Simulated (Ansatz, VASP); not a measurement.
## Two plane-wave programs on AlN

```xyz
2
Lattice="0.0000 2.2909 2.1376 2.1376 0.0000 2.1376 2.1376 2.2909 0.0000" Properties=species:S:1:pos:R:3 pbc="T T T"
Al    0.0000    0.0000    0.0000
N     3.2063    3.4363    3.2063
```

Change from the starting cell: mode 4 frozen in at +0.000 Å, strain +e along z and -e/2 along x and y +0.0467.

Alike in both runs: task single point; functional PBEsol; k mesh 10 × 10 × 10; occupations gaussian, width 0.05 eV; no spin polarisation.

|  | VASP | Ansatz |
| --- | --- | --- |
| version | VASP 6.6.1 | Ansatz 0.2.0 |
| potentials or method | VASP PAW PBE potentials, release 64 (Al, N), cutoff 520 eV | scalar-relativistic, plane waves, PAW |
| valence electrons in the cell | 8 | 8 |

|  | VASP | Ansatz | Ansatz less VASP |
| --- | --- | --- | --- |
| gap on the k mesh at the Fermi level (eV) | 2.96 | 2.96 | +0.008 |
| least direct gap on the mesh (eV) | 3.95 | 3.93 | -0.015 |
| pressure (GPa) | 0.0 | 0.0 | -0.01 |
| traceless stress, the component that is largest in VASP (GPa) | -7.44 | -7.42 | +0.016 |

VASP's potentials were made for PBE, not for PBEsol, and Ansatz warns of the same on its side. The functional is the same, so the differences come from potentials, cutoffs and numerics.
